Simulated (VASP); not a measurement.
Here is a VASP 6.6.1 calculation.

INCAR

```
PREC     = Accurate       # precision mode
ENCUT    = 520            # plane-wave cutoff, eV
EDIFF    = 1E-7           # SCF threshold, eV
ISMEAR   = 0              # smearing method
SIGMA    = 0.03           # smearing width, eV
LREAL    = F              # projectors in reciprocal space
LASPH    = T              # aspherical terms in the spheres
NELM     = 60             # most SCF steps
ALGO     = Normal         # electronic algorithm
ISIF     = 2              # what is computed and relaxed
LWAVE    = F              # write WAVECAR
LCHARG   = F              # write CHGCAR
GGA      = PE             # functional
NBANDS   = 30             # bands
```

KPOINTS

```
regular mesh
0
Gamma
  6 6 6
```

The input POSCAR:

```
CsSnI3
1.0
    6.1126145000      0.0000000000      0.0000000000
    0.0000000000      6.1126145000      0.0000000000
    0.0000000000      0.0000000000      6.3918710000
Cs Sn I
1 1 3
Direct
    0.0000000000      0.0000000000      0.0000000000
    0.5000000000      0.5000000000      0.5000000000
    0.0000000000      0.5000000000      0.5000000000
    0.5000000000      0.0000000000      0.5000000000
    0.5000000000      0.5000000000      0.0000000000
```

Potentials or basis: VASP PAW PBE potentials, release 64 (Cs_sv, Sn_d, I).

The run is started by

```console
$ cat potpaw_PBE.64/Cs_sv/POTCAR potpaw_PBE.64/Sn_d/POTCAR potpaw_PBE.64/I/POTCAR > POTCAR
$ mpirun -np 1 vasp_std > vasp.out
```

**Question.** What does it give for the pressure?

**Answer.** 0.7 GPa.

**Question.** Predict the band gap on the k mesh.

**Answer.** 0.09 eV.

Stress tensor (GPa, compression positive):
```
 1.25  0.00  0.00
 0.00  1.25  0.00
 0.00  0.00 -0.29
```

Caveat: the cell differs from its parent crystal (strain -0.015 along x and y, +0.030 along z); semilocal functionals underestimate gaps, and a narrow one can read as zero; spin-orbit coupling is left out, which moves the levels of the heavy elements. A k mesh can miss the band edges.
